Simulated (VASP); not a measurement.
SrTl, 2 atoms in the cell. Symmetry: P4mm, No. 99, tetragonal system. The conventional cell has a = 4.032 Å, b = 4.032 Å, c = 4.032 Å, α = 90.00°, β = 90.00°, γ = 90.00°. Sr (site symmetry 4mm) has 8 Tl at 3.39 to 3.60 Å and 6 Sr at 4.03 Å within 4.5 Å. Tl (site symmetry 4mm) has 8 Sr at 3.39 to 3.60 Å and 6 Tl at 4.03 Å within 4.5 Å.  This cell differs from its parent crystal: all Sr atoms moved +0.188 Å, as atom 1 towards its neighbour atom 1 (Sr) at 4.032 Å.

* Program: VASP 6.6.1
* Task: single point
* Functional: r2SCAN
* Potentials or basis: VASP PAW PBE potentials, release 64 (Sr_sv, Tl_d)
* Cutoff: 520 eV
* k mesh: 12 × 12 × 12
* Occupations: gaussian, width 0.15 eV
* Spin: no spin polarisation
* Dipole correction: no
* Further INCAR settings: ALGO = Normal; EDIFF = 1e-06; NBANDS = 18

Potentials or basis: VASP PAW PBE potentials, release 64 (Sr_sv, Tl_d).

The run is started by

```bash
$ cat potpaw_PBE.64/Sr_sv/POTCAR potpaw_PBE.64/Tl_d/POTCAR > POTCAR
$ cp INCAR.step1 INCAR
$ mpirun -np 1 vasp_std > vasp.out
$ cp INCAR.step2 INCAR
$ mpirun -np 1 vasp_std > vasp.out
```

Hardware: 1 thread of Intel Xeon 8259CL, on a shared host.

Q: How long does it take, and how much memory?

A: It took 15 min on 1 thread of Intel Xeon 8259CL, on a shared host, peak memory 0.36 GiB. Counts: k points 196.
